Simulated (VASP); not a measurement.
# SnTe (F-43m) in VASP: settings compared

Aim: see how the results for SnTe move with the level of theory and the settings. Levels: PBE, PBE+D3(BJ), RPBE. Tasks: single point.

Program: VASP 6.6.1. These are calculated values, not measurements. Logs are shortened: lines on timing, memory, paths and dates and some standing lists are left out, and cuts for length are marked.

## 1. The cell of the first run

It takes space group F-43m (No. 216, cubic). Conventional cell: a = 7.222 Å, b = 7.222 Å, c = 7.222 Å, α = 90.00°, β = 90.00°, γ = 90.00°. Sn (site symmetry -43m) has 4 Te at 3.13 Å within 4.1 Å. Within 4.1 Å of Te (site symmetry -43m) lie 4 Sn at 3.13 Å.

## 2. Single point, PBE

INCAR reads:

```
ALGO = Normal
EDIFF = 1E-6
ENCUT = 500
GGA = PE
GGA_COMPAT = False
ISIF = 2
ISMEAR = 0
LASPH = True
LCHARG = False
LREAL = False
LWAVE = False
NBANDS = 17
NELM = 120
PREC = Accurate
SIGMA = 0.1
```

KPOINTS reads:

```
k-points
0
Gamma
  4 4 4
```

POSCAR reads:

```
SnTe
1.0
    0.0000000000      3.6111460000      3.6111460000
    3.6111460000      0.0000000000      3.6111460000
    3.6111460000      3.6111460000      0.0000000000
Sn Te
1 1
Direct
    0.1890000000      0.2280000000      0.7770000000
    0.9390000000      0.9780000000      1.5270000000
```

Potentials or basis: VASP PAW PBE potentials, release 64 (Sn_d, Te).

On the command line:

```
$ cat potpaw_PBE.64/Sn_d/POTCAR potpaw_PBE.64/Te/POTCAR > POTCAR
$ mpirun -np 1 vasp_std > vasp.out
```

OUTCAR:

```text
EDIFF = 1E-6
   ENCUT = 500
   GGA = PE
   ISIF = 2
   ISMEAR = 0
   LASPH = True
   LREAL = False
   NELM = 120
   PREC = Accurate

 ion  position               nearest neighbor table
   1  0.189  0.228  0.777-   2 3.13   2 3.13   2 3.13   2 3.13
   2  0.939  0.978  0.527-   1 3.13   1 3.13   1 3.13   1 3.13

  LATTYP: Found a face centered cubic cell.
 ALAT       =     7.2222920000

  Lattice vectors:

 A1 = (   0.0000000000,   3.6111460000,   3.6111460000)
 A2 = (   3.6111460000,   0.0000000000,   3.6111460000)
 A3 = (   3.6111460000,   3.6111460000,   0.0000000000)

Analysis of symmetry for initial positions (statically):
=====================================================================
 Subroutine PRICEL returns:
 Original cell was already a primitive cell.

 Routine SETGRP: Setting up the symmetry group for a
 face centered cubic supercell.

 Subroutine GETGRP returns: Found 24 space group operations
 (whereof  1 operations were pure point group operations)
 out of a pool of 48 trial point group operations.

The static configuration has the point symmetry C_1 .
 The point group associated with its full space group is T_d .

Analysis of symmetry for dynamics (positions and initial velocities):
=====================================================================
 Subroutine PRICEL returns:
 Original cell was already a primitive cell.

 Routine SETGRP: Setting up the symmetry group for a
 face centered cubic supercell.

 Subroutine GETGRP returns: Found 24 space group operations
 (whereof  1 operations were pure point group operations)
 out of a pool of 48 trial point group operations.

The dynamic configuration has the point symmetry C_1 .
 The point group associated with its full space group is T_d .

 Subroutine INISYM returns: Found 24 space group operations
 (whereof  1 operations are pure point group operations),
 and found     1 'primitive' translations

----------------------------------------------------------------------------------------

                                     Primitive cell

  volume of cell :      94.1814

  direct lattice vectors                    reciprocal lattice vectors
     0.000000000  3.611146000  3.611146000    -0.138460201  0.138460201  0.138460201
     3.611146000  0.000000000  3.611146000     0.138460201 -0.138460201  0.138460201
     3.611146000  3.611146000  0.000000000     0.138460201  0.138460201 -0.138460201

  length of vectors
     5.106931649  5.106931649  5.106931649     0.239820102  0.239820102  0.239820102

  position of ions in fractional coordinates (direct lattice)
     0.189000000  0.228000000  0.777000000
     0.939000000  0.978000000  0.527000000

  ion indices of the primitive-cell ions
   primitive index   ion index
                 1           1
                 2           2

----------------------------------------------------------------------------------------

 KPOINTS: k-points

Automatic generation of k-mesh.
 Grid dimensions read from file:
 generate k-points for:    4    4    4

 Generating k-lattice:

  Cartesian coordinates                     Fractional coordinates (reciprocal lattice)
    -0.034615050  0.034615050  0.034615050     0.250000000  0.000000000  0.000000000
     0.034615050 -0.034615050  0.034615050     0.000000000  0.250000000  0.000000000
     0.034615050  0.034615050 -0.034615050     0.000000000  0.000000000  0.250000000

  Length of vectors
     0.059955026  0.059955026  0.059955026

  Shift w.r.t. Gamma in fractional coordinates (k-lattice)
     0.000000000  0.000000000  0.000000000

 Subroutine IBZKPT returns following result:
 ===========================================

 Found      8 irreducible k-points:

 Following reciprocal coordinates:
            Coordinates               Weight
  0.000000  0.000000  0.000000      1.000000
  0.250000  0.000000  0.000000      8.000000
  0.500000  0.000000  0.000000      4.000000
  0.250000  0.250000  0.000000      6.000000
  0.500000  0.250000  0.000000     24.000000
 -0.250000  0.250000  0.000000     12.000000
  0.500000  0.500000  0.000000      3.000000
 -0.250000  0.500000  0.250000      6.000000
   k-points           NKPTS =      8   k-points in BZ     NKDIM =      8   number of bands    NBANDS=     17
   number of dos      NEDOS =    301   number of ions     NIONS =      2
   total plane-waves  NPLWV =  64000
   dimension x,y,z NGX =    40 NGY =   40 NGZ =   40
   dimension x,y,z NGXF=    80 NGYF=   80 NGZF=   80
   ions per type =               1   1
   NGX,Y,Z   is equivalent  to a cutoff of  13.02, 13.02, 13.02 a.u.
   NGXF,Y,Z  is equivalent  to a cutoff of  26.04, 26.04, 26.04 a.u.
 SYSTEM =  unknown system
   PREC   = accura    normal or accurate (medium, high low for compatibility)
   ISTART =      0    job   : 0-new  1-cont  2-samecut
   ICHARG =      2    charge: 1-file 2-atom 10-const
   ISPIN  =      1    spin polarized calculation?
   LNONCOLLINEAR =      F non collinear calculations
   LSORBIT =      F    spin-orbit coupling
   LASPH  =      T    aspherical Exc in radial PAW
   ENCUT  =  500.0 eV  36.75 Ry    6.06 a.u.   9.31  9.31  9.31*2*pi/ulx,y,z
   NELM   =    120;   NELMIN=  2; NELMDL= -5     # of ELM steps
   EDIFF  = 0.1E-05   stopping-criterion for ELM
   LREAL  =      F    real-space projection
   EDIFFG = 0.1E-04   stopping-criterion for IOM
   NSW    =      0    number of steps for IOM
   IBRION =     -1    ionic relax: 0-MD 1-quasi-New 2-CG
   NFREE  =      0    steps in history (QN), initial steepest desc. (CG)
   ISIF   =      2    stress and relaxation
   ISYM   =      2    0-nonsym 1-usesym 2-fastsym
   POTIM  = 0.5000    time-step for ionic-motion
   TEBEG  =    0.0;   TEEND  =   0.0 temperature during run
   PSTRESS=    0.0 pullay stress
   NELECT =      20.0000    total number of electrons
   NUPDOWN=      -1.0000    fix difference up-down
   EMIN   =  10.00;   EMAX   =-10.00  energy-range for DOS
   EFERMI =   0.00;   METHOD = LEGACY
   ISMEAR =     0;   SIGMA  =   0.10  broadening in eV -4-tet -1-fermi 0-gaus
   EFERMI_NEDOS =   21; number of points for ismear=-14 and -15
   IALGO  =     38    algorithm
   IMIX   =      4    mixing-type and parameters
     AMIX     =   0.40;   BMIX     =  1.00
     AMIX_MAG =   1.60;   BMIX_MAG =  1.00
  volume/ion in A,a.u.               =      47.09       317.78
  Fermi-wavevector in a.u.,A,eV,Ry     =   0.976704  1.845704 12.979296  0.953951
  Thomas-Fermi vector in A             =   2.107344
   LORBIT       =      0    0 simple, 1 ext, 2 COOP (PROOUT), +10 PAW based schemes
   GGA     = PE    functional components
   LHFCALC =     F    Hartree Fock is set to
   AEXX    =    0.0000 exact exchange contribution
   IVDW    =     0    specifies the selected vdW correction
   LEPSILON=     F    determine dielectric tensor
   LRPA    =     F    only Hartree local field effects (RPA)
 non-spin polarized calculation
 Gauss-broadening in eV      SIGMA  =   0.10
  energy-cutoff  :      500.00
  volume of cell :       94.18
 maximum number of plane-waves:      2421
 NGX is ok and might be reduce to    40
   NGX = 19   NGY = 19   NGZ = 19

 number of electron      19.9999999 magnetization

 Free energy of the ion-electron system (eV)
  ---------------------------------------------------
  ext. energy  EPLUGINS =         0.00000000
  ---------------------------------------------------
  free energy    TOTEN  =        -7.07680672 eV

  energy without entropy =       -7.07109981  energy(sigma->0) =       -7.07395326

 E-fermi :   3.2560     XC(G=0):  -7.4596

 val. band max:        3.1872793568   @ k =  -0.2500   0.5000   0.2500
 cond. band min:       3.2868485517   @ k =   0.5000   0.5000   0.0000
 fundamental gap:      0.0995691950
 Fermi energy:         3.2559738919

 k-point     1 :       0.0000    0.0000    0.0000
  band No.  band energies     occupation
      1     -18.6355      2.00000
      2     -18.6355      2.00000
      3     -18.6355      2.00000
      4     -18.6268      2.00000
      5     -18.6268      2.00000
      6      -8.3754      2.00000
      7      -2.0171      2.00000
      8       1.2228      2.00000
      9       1.2228      2.00000
     10       1.2228      2.00000
     11       4.1793      0.00000
     12       4.1793      0.00000
     13       4.1793      0.00000
     14       7.2848      0.00000
     15       9.6064      0.00000
     16       9.6064      0.00000
     17      10.7787      0.00000

 k-point     2 :       0.2500    0.0000    0.0000
  band No.  band energies     occupation
      1     -18.6361      2.00000
      2     -18.6348      2.00000
      3     -18.6348      2.00000
      4     -18.6267      2.00000
      5     -18.6267      2.00000
      6      -8.1363      2.00000
      7      -2.9988      2.00000
      8       0.9251      2.00000
      9       0.9251      2.00000
     10       1.3043      2.00000
     11       4.6709      0.00000
     12       4.6709      0.00000
     13       4.9119      0.00000
     14       8.5381      0.00000
     15       9.0374      0.00000
     16       9.0374      0.00000
     17      10.3382      0.00000

 k-point     3 :       0.5000    0.0000    0.0000
  band No.  band energies     occupation
      1     -18.6367      2.00000
      2     -18.6342      2.00000
      3     -18.6342      2.00000
      4     -18.6266      2.00000
      5     -18.6266      2.00000
      6      -7.8395      2.00000
      7      -3.8314      2.00000
      8       0.6943      2.00000
      9       0.6943      2.00000
     10       1.1240      2.00000
     11       4.9792      0.00000
     12       4.9792      0.00000
     13       6.5612      0.00000
     14       8.8371      0.00000
     15       9.5322      0.00000
     16      10.0675      0.00000
     17      10.0675      0.00000

 k-point     4 :       0.2500    0.2500    0.0000
  band No.  band energies     occupation
      1     -18.6371      2.00000
      2     -18.6341      2.00000
      3     -18.6341      2.00000
      4     -18.6271      2.00000
      5     -18.6264      2.00000
      6      -8.0508      2.00000
      7      -3.2140      2.00000
      8       0.5148      2.00000
      9       0.5148      2.00000
     10       2.2357      2.00000
     11       3.5284      0.00012
     12       5.5261      0.00000
     13       5.5261      0.00000
     14       7.7286      0.00000
     15       9.3455      0.00000
     16      10.2109      0.00000
     17      12.0352      0.00000

 k-point     5 :       0.5000    0.2500    0.0000
  band No.  band energies     occupation
      1     -18.6376      2.00000
      2     -18.6336      2.00000
      3     -18.6334      2.00000
      4     -18.6271      2.00000
      5     -18.6263      2.00000
      6      -7.7386      2.00000
      7      -3.9653      2.00000
      8      -0.1529      2.00000
      9       0.3298      2.00000
     10       2.4895      2.00000
     11       4.2868      0.00000
     12       5.9561      0.00000
     13       6.0145      0.00000
     14       8.4580      0.00000
     15       9.6413      0.00000
     16      10.3279      0.00000
     17      11.2321      0.00000

 k-point     6 :      -0.2500    0.2500    0.0000
  band No.  band energies     occupation
      1     -18.6368      2.00000
      2     -18.6340      2.00000
      3     -18.6340      2.00000
      4     -18.6267      2.00000
      5     -18.6267      2.00000
      6      -7.8486      2.00000
      7      -3.7328      2.00000
      8      -0.1603      2.00000
      9       0.6763      2.00000
     10       2.2566      2.00000
     11       4.9569      0.00000
     12       5.2075      0.00000
     13       5.5466      0.00000
     14       8.6934      0.00000
     15       8.8588      0.00000
     16      10.0110      0.00000
     17      11.2931      0.00000

 k-point     7 :       0.5000    0.5000    0.0000
  band No.  band energies     occupation
      1     -18.6388      2.00000
      2     -18.6327      2.00000
      3     -18.6327      2.00000
      4     -18.6275      2.00000
      5     -18.6260      2.00000
      6      -7.6224      2.00000
      7      -4.1916      2.00000
      8       0.0413      2.00000
      9       0.0413      2.00000
     10       2.4847      2.00000
     11       3.2868      0.66238
     12       7.0463      0.00000
     13       7.0463      0.00000
     14       8.5843      0.00000
     15       9.5642      0.00000
     16      11.3471      0.00000
     17      11.3471      0.00000

 k-point     8 :      -0.2500    0.5000    0.2500
  band No.  band energies     occupation
      1     -18.6377      2.00000
      2     -18.6338      2.00000
      3     -18.6327      2.00000
      4     -18.6271      2.00000
      5     -18.6264      2.00000
      6      -7.6193      2.00000
      7      -4.1721      2.00000
      8      -0.2198      2.00000
      9      -0.1309      2.00000
     10       3.1873      1.66869
     11       4.5171      0.00000
     12       5.4025      0.00000
     13       6.2874      0.00000
     14       8.4751      0.00000
     15       9.4531      0.00000
     16      11.0358      0.00000
     17      11.0649      0.00000

------------------------ aborting loop because EDIFF is reached ----------------------------------------

  FORCE on cell =-STRESS in cart. coord.  units (eV):
  Direction    XX          YY          ZZ          XY          YZ          ZX
  --------------------------------------------------------------------------------------
  -------------------------------------------------------------------------------------
  Total       -0.1750274     -0.1750274     -0.1750274      0.0000000      0.0000000      0.0000000
  in kB       -2.9774981     -2.9774981     -2.9774981      0.0000000      0.0000000      0.0000000
  external PRESSURE =      -2.9774981 kB  Pullay stress =       0.0000000 kB

 VOLUME and BASIS-vectors are now :
 -----------------------------------------------------------------------------
  energy-cutoff  :      500.00
  volume of cell :       94.18
      direct lattice vectors                 reciprocal lattice vectors
     0.000000000  3.611146000  3.611146000    -0.138460201  0.138460201  0.138460201
     3.611146000  0.000000000  3.611146000     0.138460201 -0.138460201  0.138460201
     3.611146000  3.611146000  0.000000000     0.138460201  0.138460201 -0.138460201

 POSITION                                       TOTAL-FORCE (eV/Angst)
 -----------------------------------------------------------------------------------
      3.62920      3.48837      1.50585        -0.000000     -0.000000     -0.000000
      5.43477      5.29394      6.92257         0.000000      0.000000      0.000000
 -----------------------------------------------------------------------------------
    total drift:                                0.000016      0.000014      0.000015

  FREE ENERGIE OF THE ION-ELECTRON SYSTEM (eV)
  ---------------------------------------------------
  free  energy   TOTEN  =        -7.0768067154 eV

  energy  without entropy=       -7.0710998072  energy(sigma->0) =       -7.07395326
```

Wall time 31 s (1 thread of Intel Xeon 8259CL, shared host); peak memory 0.24 GiB.

Results:

| Quantity | Value |
| --- | --- |
| Free energy | -7.0768 eV |
| Pressure | -0.3 GPa |
| Band gap on the k mesh | 0.10 eV, indirect (least direct gap 0.80 eV) |

Levels at points of the mesh, in eV from the valence-band top:
```csv
k point,band 6,band 7,band 8,band 9,band 10,band 11,band 12,band 13,band 14,band 15
"(0.00, 0.00, 0.00)",-11.56,-5.20,-1.96,-1.96,-1.96,0.99,0.99,0.99,4.10,6.42
"(0.50, 0.00, 0.00)",-11.03,-7.02,-2.49,-2.49,-2.06,1.79,1.79,3.37,5.65,6.34
"(0.50, 0.50, 0.00)",-10.81,-7.38,-3.15,-3.15,-0.70,0.10,3.86,3.86,5.40,6.38
```

Caveat: spin-orbit coupling is left out, which moves the levels of the heavy elements.

## 3. Single point, PBE

INCAR reads:

```
ALGO = Normal ; EDIFF = 1E-6
ENCUT = 500 ; GGA = PE
GGA_COMPAT = F ; ISIF = 2
ISMEAR = 0 ; LASPH = T
LCHARG = T ; LELF = T
LREAL = F ; LVHAR = T
LWAVE = F ; NBANDS = 17
NELM = 120 ; PREC = Accurate
SIGMA = 0.012
```

KPOINTS is that of step 2.

POSCAR reads:

```
SnTe
1.0
    0.0000000000      3.6111460000      3.6111460000
    3.6111460000      0.0000000000      3.6111460000
    3.6111460000      3.6111460000      0.0000000000
Sn Te
1 1
Direct
    0.0000000000      0.0000000000      0.0000000000
    0.7500000000      0.7500000000      0.7500000000
```

Potentials or basis: VASP PAW PBE potentials, release 64 (Sn_d, Te).

On the command line:

```
$ cat potpaw_PBE.64/Sn_d/POTCAR potpaw_PBE.64/Te/POTCAR > POTCAR
$ mpirun -np 1 vasp_std > vasp.out
```

It took 35 s on 1 thread of Intel Xeon 8259CL, shared host; peak memory 0.24 GiB.

Results (log left out):

| Item | Value |
| --- | --- |
| Free energy | -7.0741 eV |
| Pressure | -0.1 GPa |
| Band gap on the k mesh | 0.09 eV, indirect (least direct gap 0.80 eV) |

Levels at points of the mesh, in eV from the valence-band top:
```tsv
k point	band 8	band 9	band 10	band 11	band 12	band 13
(0.00, 0.00, 0.00)	-1.96	-1.96	-1.96	0.98	0.98	0.98
(0.50, 0.00, 0.00)	-2.49	-2.49	-2.07	1.78	1.78	3.37
(0.50, 0.50, 0.00)	-3.15	-3.15	-0.71	0.09	3.85	3.85
```

Caveat: spin-orbit coupling is left out, which moves the levels of the heavy elements.

## 4. Single point, PBE

INCAR reads:

```
SYSTEM = SnTe
ALGO = Normal ; EDIFF = 1E-6
ENCUT = 500 ; GGA = PE
GGA_COMPAT = .FALSE. ; ISIF = 2
ISMEAR = 0 ; LASPH = .TRUE.
LCHARG = .FALSE. ; LREAL = .FALSE.
LWAVE = .FALSE. ; NBANDS = 17
NELECT = 19.9 ; NELM = 120
PREC = Accurate ; SIGMA = 0.1
```

KPOINTS reads:

```
k-points
0
G
  4 4 4
  0 0 0
```

POSCAR is that of step 3.

On the command line:

```
$ cat potpaw_PBE.64/Sn_d/POTCAR potpaw_PBE.64/Te/POTCAR > POTCAR
$ mpirun -np 1 vasp_std > vasp.out
```

Run time: 30 s. Hardware: 1 thread of Intel Xeon 8259CL, shared host; peak memory 0.24 GiB.

The run converged. Its results:

```yaml
Free_energy: -7.3985 eV
```

Levels at points of the mesh, in eV from the Fermi level:
| k point | band 7 | band 8 | band 9 | band 10 | band 11 | band 12 | band 13 | band 14 |
| --- | --- | --- | --- | --- | --- | --- | --- | --- |
| (0.00, 0.00, 0.00) | -5.20 | -1.96 | -1.96 | -1.96 | 1.02 | 1.02 | 1.02 | 4.20 |
| (0.50, 0.00, 0.00) | -7.00 | -2.48 | -2.48 | -2.04 | 1.82 | 1.82 | 3.40 | 5.75 |
| (0.50, 0.50, 0.00) | -7.36 | -3.13 | -3.13 | -0.68 | 0.15 | 3.87 | 3.87 | 5.45 |

Caveat: the k points lie up to 0.38 Å⁻¹ apart; the cell carries a net charge on a neutralising background, which shifts energy and pressure; the cell is charged against a uniform background, so pressure and absolute levels hang on convention; spin-orbit coupling is left out, which moves the levels of the heavy elements.

[end of part 1 of 2]
